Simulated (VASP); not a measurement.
LuMnCdF: single point with PBE

The system is LuMnCdF.

```
CELL_PARAMETERS angstrom
4.10719 0.00000 0.00000
0.00000 4.10719 0.00000
0.00000 0.00000 9.34008
ATOMIC_POSITIONS crystal
Lu 0.25000 0.25000 0.33343
Lu 0.75000 0.75000 0.66657
Mn 0.25000 0.75000 0.00000
Mn 0.75000 0.25000 0.00000
Cd 0.75000 0.75000 0.14440
Cd 0.25000 0.25000 0.85560
F 0.25000 0.75000 0.50000
F 0.75000 0.25000 0.50000
```

```yaml
Program: VASP 6.6.1
Task: single point
Functional: PBE
Potentials_or_basis: VASP PAW PBE potentials, release 64 (Lu, Mn_pv, Cd, F)
Cutoff: 600 eV
k_mesh: 5 × 5 × 2
Occupations: fermi-dirac, width 0.1 eV
Spin: no spin polarisation
```

```
Pressure               : -4.1 GPa
Largest force          : 3.418 eV/Å
Band gap on the k mesh : zero (bands 57 and 58 overlap by 0.37 eV)
```

Forces in eV/Å, atoms in the order of the input:
```
Lu   0.000  0.000 -0.792
Lu   0.000  0.000  0.792
Mn   0.000  0.000  0.000
Mn   0.000  0.000  0.000
Cd   0.000  0.000  3.418
Cd   0.000  0.000 -3.418
F    0.000  0.000  0.000
F    0.000  0.000  0.000
```

Stress tensor (GPa, compression positive):
```
-3.38  0.00  0.00
 0.00 -3.38  0.00
 0.00  0.00 -5.64
```

Levels at points of the mesh, in eV from the Fermi level:
| k point | band 55 | band 56 | band 57 | band 58 | band 59 | band 60 |
| --- | --- | --- | --- | --- | --- | --- |
| (0.00, 0.00, 0.00) | -0.11 | 0.04 | 0.04 | 0.50 | 0.55 | 1.03 |
| (0.00, 0.00, 0.50) | 0.04 | 0.04 | 0.13 | 0.44 | 0.46 | 0.82 |

It took 3.2 min on 1 thread of AMD EPYC 7R13 Processor (Zen 3), on a shared host, peak memory 0.38 GiB.

Caveat: the cell stands under tension; spin-orbit coupling is left out, which moves the levels of the heavy elements; the run has no spin polarisation, though such a crystal can be magnetic; forces of over 1 eV/Å act on the atoms, so gaps and moduli don't describe the material at rest. Spin polarisation is off, so any magnetic state and its effect on volume and gap are missing.
